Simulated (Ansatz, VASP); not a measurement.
**One calculation of Te, two programs**

INCAR

```
PREC = Accurate
ENCUT = 520
EDIFF = 1E-7
ISMEAR = -1
SIGMA = 0.1
LREAL = False
LASPH = True
NELM = 100
ALGO = Normal
ISIF = 2
LWAVE = False
LCHARG = False
GGA = PE
NBANDS = 9
```

KPOINTS

```
Automatic mesh
0
Gamma
  13 13 13
```

Contents of POSCAR:

```
Te
1.0
   -1.8444193142      1.8444193142      1.8444193142
    1.8444193142     -1.8444193142      1.8444193142
    1.8444193142      1.8444193142     -1.8444193142
Te
1
Direct
    0.0000000000      0.0000000000      0.0000000000
```

Input for Ansatz:

```yaml
crystal:
  lattice:
    - [-1.8444193142, 1.8444193142, 1.8444193142]
    - [1.8444193142, -1.8444193142, 1.8444193142]
    - [1.8444193142, 1.8444193142, -1.8444193142]
  atoms:
    - { symbol: Te, position: [0.0, 0.0, 0.0] }
hamiltonian:
  xc: pbe
  pseudopotentials:
    kind: paw
    azcp:
      Te: "pseudopotentials/Te.paw.azcp"
basis:
  ecutwfc: 420
  fft_grid_basis: typed
kpoints:
  mp_grid: { grid: [13, 13, 13], shift: [0, 0, 0] }
magnetization:
  spin_polarized: false
scf:
  occupations: { method: fermi_dirac, width: 0.1 }
  lower_state_search: "off"
output:
  stress: true
```

Alike in both runs: task single point; functional PBE; k mesh 13 × 13 × 13; occupations fermi-dirac, width 0.1 eV; no spin polarisation.

|  | VASP | Ansatz |
| --- | --- | --- |
| version | VASP 6.6.1 | Ansatz 0.2.0 |
| potentials or method | VASP PAW PBE potentials, release 64 (Te), cutoff 520 eV | plane waves (420 eV) with PAW, scalar-relativistic |
| valence electrons in the cell | 6 | 16 |

|  | VASP | Ansatz | Ansatz less VASP |
| --- | --- | --- | --- |
| pressure (GPa) | 9.5 | 9.6 | +0.10 |

The functional is the same, so the differences come from potentials, cutoffs and numerics. VASP's potentials hold 6 valence electrons a cell and Ansatz's 16, so a difference there can come from the potentials and not from the codes.

Neither program's run includes spin-orbit coupling.
